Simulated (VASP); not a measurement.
# InSb (F-43m) in VASP: settings compared

The runs below take InSb through single point, with PBEsol, PBE.

All numbers are computed with VASP 6.6.1; they aren't measurements. Logs are shortened: lines on timing, memory, paths and dates and some standing lists are left out, and cuts for length are marked.

## (1) The cell of the first run

It takes space group F-43m (No. 216, cubic). Conventional cell: a = 6.633 Å, b = 6.633 Å, c = 6.633 Å, α = 90.00°, β = 90.00°, γ = 90.00°. In (site symmetry -43m) has 4 Sb at 2.87 Å within 3.8 Å. Within 3.8 Å of Sb (site symmetry -43m) lie 4 In at 2.87 Å.

## (2) Single point, PBEsol

The input, INCAR:

```
ALGO = Normal
EDIFF = 1E-6
ENCUT = 520
GGA = PS
ISIF = 2
ISMEAR = 0
ISYM = 0
LASPH = T
LCHARG = F
LREAL = F
LWAVE = F
NBANDS = 16
NELM = 80
PREC = Accurate
SIGMA = 0.1
```

The input, KPOINTS:

```
k-points
0
Gamma
  2 5 2
```

The input, POSCAR:

```
InSb
1.0
    0.0000000000      3.3166107078      3.3166107078
    3.3166107078      0.0000000000      3.3166107078
    3.3166107078      3.3166107078      0.0000000000
In Sb
1 1
Direct
    0.0000000000      0.0000000000      0.0000000000
    0.2500000000      0.2500000000      0.2500000000
```

Potentials or basis: VASP PAW PBE potentials, release 64 (In_d, Sb).

The run is started by

```console
$ cat potpaw_PBE.64/In_d/POTCAR potpaw_PBE.64/Sb/POTCAR > POTCAR
$ mpirun -np 1 vasp_std > vasp.out
```

OUTCAR:

```text
EDIFF = 1E-6
   ENCUT = 520
   GGA = PS
   ISIF = 2
   ISMEAR = 0
   ISYM = 0
   LASPH = T
   LREAL = F
   NELM = 80
   PREC = Accurate

 ion  position               nearest neighbor table
   1  0.000  0.000  0.000-   2 2.87   2 2.87   2 2.87   2 2.87
   2  0.250  0.250  0.250-   1 2.87   1 2.87   1 2.87   1 2.87

IMPORTANT INFORMATION: All symmetrisations will be switched off!
NOSYMM: (Re-)initialisation of all symmetry stuff for point group C_1.

----------------------------------------------------------------------------------------

                                     Primitive cell

  volume of cell :      72.9648

  direct lattice vectors                    reciprocal lattice vectors
     0.000000000  3.316610708  3.316610708    -0.150756312  0.150756312  0.150756312
     3.316610708  0.000000000  3.316610708     0.150756312 -0.150756312  0.150756312
     3.316610708  3.316610708  0.000000000     0.150756312  0.150756312 -0.150756312

  length of vectors
     4.690395844  4.690395844  4.690395844     0.261117593  0.261117593  0.261117593

  position of ions in fractional coordinates (direct lattice)
     0.000000000  0.000000000  0.000000000
     0.250000000  0.250000000  0.250000000

  ion indices of the primitive-cell ions
   primitive index   ion index
                 1           1
                 2           2

----------------------------------------------------------------------------------------

 KPOINTS: k-points

Automatic generation of k-mesh.
 Grid dimensions read from file:
 generate k-points for:    2    5    2

 Generating k-lattice:

  Cartesian coordinates                     Fractional coordinates (reciprocal lattice)
    -0.075378156  0.075378156  0.075378156     0.500000000  0.000000000  0.000000000
     0.030151262 -0.030151262  0.030151262     0.000000000  0.200000000  0.000000000
     0.075378156  0.075378156 -0.075378156     0.000000000  0.000000000  0.500000000

  Length of vectors
     0.130558796  0.052223519  0.130558796

  Shift w.r.t. Gamma in fractional coordinates (k-lattice)
     0.000000000  0.000000000  0.000000000

 -----------------------------------------------------------------------------
|                                                                             |
|           W    W    AA    RRRRR   N    N  II  N    N   GGGG   !!!           |
|           W    W   A  A   R    R  NN   N  II  NN   N  G    G  !!!           |
|           W    W  A    A  R    R  N N  N  II  N N  N  G       !!!           |
|           W WW W  AAAAAA  RRRRR   N  N N  II  N  N N  G  GGG   !            |
|           WW  WW  A    A  R   R   N   NN  II  N   NN  G    G                |
|           W    W  A    A  R    R  N    N  II  N    N   GGGG   !!!           |
|                                                                             |
|     Your reciprocal lattice and k-lattice belong to different lattice       |
|     classes:                                                                |
|                                                                             |
|        The reciprocal lattice is body-centered cubic,                       |
|        whereas your k-lattice is base-centered monoclinic.                  |
|                                                                             |
|     Results are often still useful ...                                      |
|                                                                             |
 -----------------------------------------------------------------------------

 WARNING: IBZKPT: internal override: KBLOWUP is changed to .FALSE.
      ... skipping the blow-up phase ...

 Subroutine IBZKPT returns following result:
 ===========================================

 Found     12 irreducible k-points:

 Following reciprocal coordinates:
            Coordinates               Weight
  0.000000  0.000000  0.000000      1.000000
  0.500000  0.000000  0.000000      1.000000
  0.000000  0.200000  0.000000      2.000000
  0.500000  0.200000  0.000000      2.000000
  0.000000  0.400000  0.000000      2.000000
  0.500000  0.400000  0.000000      2.000000
  0.000000  0.000000  0.500000      1.000000
  0.500000  0.000000  0.500000      1.000000
  0.000000  0.200000  0.500000      2.000000
  0.500000  0.200000  0.500000      2.000000
  0.000000  0.400000  0.500000      2.000000
  0.500000  0.400000  0.500000      2.000000
   k-points           NKPTS =     12   k-points in BZ     NKDIM =     12   number of bands    NBANDS=     16
   number of dos      NEDOS =    301   number of ions     NIONS =      2
   total plane-waves  NPLWV =  46656
   dimension x,y,z NGX =    36 NGY =   36 NGZ =   36
   dimension x,y,z NGXF=    72 NGYF=   72 NGZF=   72
   ions per type =               1   1
   NGX,Y,Z   is equivalent  to a cutoff of  12.76, 12.76, 12.76 a.u.
   NGXF,Y,Z  is equivalent  to a cutoff of  25.52, 25.52, 25.52 a.u.
 SYSTEM =  unknown system
   PREC   = accura    normal or accurate (medium, high low for compatibility)
   ISTART =      0    job   : 0-new  1-cont  2-samecut
   ICHARG =      2    charge: 1-file 2-atom 10-const
   ISPIN  =      1    spin polarized calculation?
   LNONCOLLINEAR =      F non collinear calculations
   LSORBIT =      F    spin-orbit coupling
   LASPH  =      T    aspherical Exc in radial PAW
   ENCUT  =  520.0 eV  38.22 Ry    6.18 a.u.   8.72  8.72  8.72*2*pi/ulx,y,z
   NELM   =     80;   NELMIN=  2; NELMDL= -5     # of ELM steps
   EDIFF  = 0.1E-05   stopping-criterion for ELM
   LREAL  =      F    real-space projection
   EDIFFG = 0.1E-04   stopping-criterion for IOM
   NSW    =      0    number of steps for IOM
   IBRION =     -1    ionic relax: 0-MD 1-quasi-New 2-CG
   NFREE  =      0    steps in history (QN), initial steepest desc. (CG)
   ISIF   =      2    stress and relaxation
   ISYM   =      0    0-nonsym 1-usesym 2-fastsym
   POTIM  = 0.5000    time-step for ionic-motion
   TEBEG  =    0.0;   TEEND  =   0.0 temperature during run
   PSTRESS=    0.0 pullay stress
   NELECT =      18.0000    total number of electrons
   NUPDOWN=      -1.0000    fix difference up-down
   EMIN   =  10.00;   EMAX   =-10.00  energy-range for DOS
   EFERMI =   0.00;   METHOD = LEGACY
   ISMEAR =     0;   SIGMA  =   0.10  broadening in eV -4-tet -1-fermi 0-gaus
   EFERMI_NEDOS =   21; number of points for ismear=-14 and -15
   IALGO  =     38    algorithm
   IMIX   =      4    mixing-type and parameters
     AMIX     =   0.40;   BMIX     =  1.00
     AMIX_MAG =   1.60;   BMIX_MAG =  1.00
  volume/ion in A,a.u.               =      36.48       246.20
  Fermi-wavevector in a.u.,A,eV,Ry     =   1.026742  1.940260 14.343240  1.054198
  Thomas-Fermi vector in A             =   2.160650
   LORBIT       =      0    0 simple, 1 ext, 2 COOP (PROOUT), +10 PAW based schemes
   GGA     = PS    functional components
   LHFCALC =     F    Hartree Fock is set to
   AEXX    =    0.0000 exact exchange contribution
   IVDW    =     0    specifies the selected vdW correction
   LEPSILON=     F    determine dielectric tensor
   LRPA    =     F    only Hartree local field effects (RPA)
 non-spin polarized calculation
 Gauss-broadening in eV      SIGMA  =   0.10
  energy-cutoff  :      520.00
  volume of cell :       72.96
 maximum number of plane-waves:      1989
 NGX is ok and might be reduce to    36
   NGX = 17   NGY = 17   NGZ = 17

 number of electron      18.0000008 magnetization

 Free energy of the ion-electron system (eV)
  ---------------------------------------------------
  ext. energy  EPLUGINS =         0.00000000
  ---------------------------------------------------
  free energy    TOTEN  =        -6.78788658 eV

  energy without entropy =       -6.78022244  energy(sigma->0) =       -6.78405451

 E-fermi :   4.4086     XC(G=0):  -8.4878

 val. band max:        4.3850075940   @ k =   0.0000   0.0000   0.0000
 cond. band min:       4.6967698929   @ k =   0.0000   0.4000   0.0000
 fundamental gap:      0.3117622989
 Fermi energy:         4.4086095655

 k-point     1 :       0.0000    0.0000    0.0000
  band No.  band energies     occupation
      1     -10.1293      2.00000
      2     -10.0991      2.00000
      3     -10.0961      2.00000
      4     -10.0403      2.00000
      5     -10.0382      2.00000
      6      -5.9408      2.00000
[... 8 lines left out ...]
     15      12.4519      0.00000
     16      12.4525      0.00000

 k-point     2 :       0.5000    0.0000    0.0000
  band No.  band energies     occupation
      1     -10.1397      2.00000
      2     -10.1040      2.00000
      3     -10.0904      2.00000
      4     -10.0415      2.00000
      5     -10.0298      2.00000
      6      -4.7189      2.00000
[... 8 lines left out ...]
     15      13.2592      0.00000
     16      13.3020      0.00000

 k-point     3 :       0.0000    0.2000    0.0000
  band No.  band energies     occupation
      1     -10.1410      2.00000
      2     -10.0915      2.00000
      3     -10.0885      2.00000
      4     -10.0423      2.00000
      5     -10.0402      2.00000
      6      -5.6216      2.00000
[... 8 lines left out ...]
     15      11.4666      0.00000
     16      11.4670      0.00000

 k-point     4 :       0.5000    0.2000    0.0000
  band No.  band energies     occupation
      1     -10.1484      2.00000
      2     -10.0988      2.00000
      3     -10.0817      2.00000
      4     -10.0457      2.00000
      5     -10.0298      2.00000
      6      -4.5737      2.00000
[... 8 lines left out ...]
     15      13.2280      0.00000
     16      13.4037      0.00000
[... 96 lines left out ...]
 k-point    10 :       0.5000    0.2000    0.5000
  band No.  band energies     occupation
      1     -10.1575      2.00000
      2     -10.0912      2.00000
      3     -10.0761      2.00000
      4     -10.0503      2.00000
      5     -10.0284      2.00000
      6      -4.4121      2.00000
[... 8 lines left out ...]
     15      13.6273      0.00000
     16      14.0348      0.00000

 k-point    11 :       0.0000    0.4000    0.5000
  band No.  band energies     occupation
      1     -10.1672      2.00000
      2     -10.0864      2.00000
      3     -10.0676      2.00000
      4     -10.0517      2.00000
      5     -10.0299      2.00000
      6      -4.2510      2.00000
[... 8 lines left out ...]
     15      13.9829      0.00000
     16      14.1269      0.00000

 k-point    12 :       0.5000    0.4000    0.5000
  band No.  band energies     occupation
      1     -10.1405      2.00000
      2     -10.1025      2.00000
      3     -10.0901      2.00000
      4     -10.0437      2.00000
      5     -10.0285      2.00000
      6      -4.6799      2.00000
[... 8 lines left out ...]
     15      12.9193      0.00000
     16      13.2909      0.00000

------------------------ aborting loop because EDIFF is reached ----------------------------------------

  FORCE on cell =-STRESS in cart. coord.  units (eV):
  Direction    XX          YY          ZZ          XY          YZ          ZX
  --------------------------------------------------------------------------------------
  -------------------------------------------------------------------------------------
  Total        0.3788883      0.3361316      0.3788804      0.7992182      0.7992099     -0.7721923
  in kB        8.3197119      7.3808505      8.3195389     17.5494066     17.5492243    -16.9559675
  external PRESSURE =       8.0067004 kB  Pullay stress =       0.0000000 kB

 VOLUME and BASIS-vectors are now :
 -----------------------------------------------------------------------------
  energy-cutoff  :      520.00
  volume of cell :       72.96
      direct lattice vectors                 reciprocal lattice vectors
     0.000000000  3.316610708  3.316610708    -0.150756312  0.150756312  0.150756312
     3.316610708  0.000000000  3.316610708     0.150756312 -0.150756312  0.150756312
     3.316610708  3.316610708  0.000000000     0.150756312  0.150756312 -0.150756312

 POSITION                                       TOTAL-FORCE (eV/Angst)
 -----------------------------------------------------------------------------------
      0.00000      0.00000      0.00000        -0.174650      0.120587     -0.174654
      1.65831      1.65831      1.65831         0.174650     -0.120587      0.174654
 -----------------------------------------------------------------------------------
    total drift:                                0.000139     -0.000114      0.000123

  FREE ENERGIE OF THE ION-ELECTRON SYSTEM (eV)
  ---------------------------------------------------
  free  energy   TOTEN  =        -6.7878865762 eV

  energy  without entropy=       -6.7802224424  energy(sigma->0) =       -6.78405451
```

Wall time 12 s (1 thread of Intel Xeon 6975P-C, shared host); peak memory 0.2 GiB.

The run converged, but its numbers aren't listed here, since they failed a check.

Caveat: the k points lie up to 0.82 Å⁻¹ apart; the PAW data sets were made with another functional, which shifts forces and pressure a little; spin-orbit coupling is left out, which moves the levels of the heavy elements.

## (3) Single point, PBE, collinear spin, zero start

The input, INCAR:

```
PREC     = Accurate       # precision mode
ENCUT    = 520            # plane-wave cutoff, eV
EDIFF    = 1E-6           # SCF threshold, eV
ISMEAR   = 0              # smearing method
SIGMA    = 0.1            # smearing width, eV
LREAL    = F              # projectors in reciprocal space
LASPH    = T              # aspherical terms in the spheres
NELM     = 150            # most SCF steps
ALGO     = Normal         # electronic algorithm
ISIF     = 2              # what is computed and relaxed
LWAVE    = F              # write WAVECAR
LCHARG   = F              # write CHGCAR
ISPIN    = 2              # spin polarisation
MAGMOM   = 0 0            # initial moments
LORBIT   = 11             # projections on sites
GGA      = PE             # functional
NBANDS   = 20             # bands
```

The input, KPOINTS:

```
regular mesh
0
Gamma
  4 4 4
```

POSCAR is that of step 2.

Potentials or basis: VASP PAW PBE potentials, release 64 (In_d, Sb).

The run is started by

```console
$ cat potpaw_PBE.64/In_d/POTCAR potpaw_PBE.64/Sb/POTCAR > POTCAR
$ mpirun -np 1 vasp_std > vasp.out
```

Wall time 31 s (1 thread of Intel Xeon 6975P-C, shared host); peak memory 0.24 GiB.

The run converged. Its results:

| Quantity | Value |
| --- | --- |
| Free energy | -6.8185 eV |
| Pressure | 0.4 GPa |
| Band gap on the k mesh | zero (filled and empty bands touch) |
| Net moment | 0.00 μB per cell |
| Valence electrons inside the program's atomic spheres | In 11.39; Sb 2.46 |

Levels at points of the mesh, in eV from the Fermi level:
Spin up:
```csv
k point,band 5,band 6,band 7,band 8,band 9,band 10,band 11,band 12,band 13,band 14
"(0.00, 0.00, 0.00)",-14.46,-10.32,-0.62,-0.03,-0.03,-0.03,2.91,2.91,2.91,5.64
"(0.50, 0.00, 0.00)",-14.46,-9.12,-5.35,-0.94,-0.94,0.38,3.75,3.75,6.08,7.86
"(0.50, 0.50, 0.00)",-14.46,-8.59,-5.67,-2.08,-2.08,1.32,1.42,7.69,7.69,8.33
```
Spin down:
```csv
k point,band 5,band 6,band 7,band 8,band 9,band 10,band 11,band 12,band 13,band 14
"(0.00, 0.00, 0.00)",-14.46,-10.32,-0.62,-0.03,-0.03,-0.03,2.91,2.91,2.91,5.64
"(0.50, 0.00, 0.00)",-14.46,-9.12,-5.35,-0.94,-0.94,0.38,3.75,3.75,6.08,7.86
"(0.50, 0.50, 0.00)",-14.46,-8.59,-5.67,-2.08,-2.08,1.32,1.42,7.69,7.69,8.33
```

Caveat: the k points lie up to 0.41 Å⁻¹ apart; spin-orbit coupling is left out, which moves the levels of the heavy elements.

## (4) Single point, PBEsol, collinear spin, ferromagnetic start

The input, INCAR:

```
PREC = Accurate
ENCUT = 520
EDIFF = 1E-7
ISMEAR = 1
SIGMA = 0.042
LREAL = F
LASPH = T
NELM = 150
ALGO = Normal
ISIF = 2
LWAVE = F
LCHARG = F
ISPIN = 2
MAGMOM = 0.52 0.91
LORBIT = 11
NUPDOWN = 3.0
GGA = PS
NBANDS = 20
ISYM = 0
```

The input, KPOINTS:

```
Automatic mesh
0
Gamma
  2 5 2
```

POSCAR is that of step 3.

The run is started by

```console
$ cat potpaw_PBE.64/In_d/POTCAR potpaw_PBE.64/Sb/POTCAR > POTCAR
$ mpirun -np 1 vasp_std > vasp.out
```

It took 42 s on 1 thread of Intel Xeon 6975P-C, shared host; peak memory 0.24 GiB.

The run converged. Its results:

* Free energy: -3.6816 eV
* Pressure: 7.0 GPa
* Net moment: 3.00 μB per cell
* Site moments: In +0.57; Sb +0.75 μB
* Valence electrons inside the program's atomic spheres: In 11.44; Sb 2.40

Stress tensor (GPa, compression positive):
```
 7.35 -0.09  0.67
-0.09  6.32 -0.09
 0.67 -0.09  7.35
```

Caveat: the k points lie up to 0.82 Å⁻¹ apart; the moment is held away from its start; the PAW data sets were made with another functional, which shifts forces and pressure a little; spin-orbit coupling is left out, which moves the levels of the heavy elements; the total moment is fixed, so each spin has its own Fermi level.
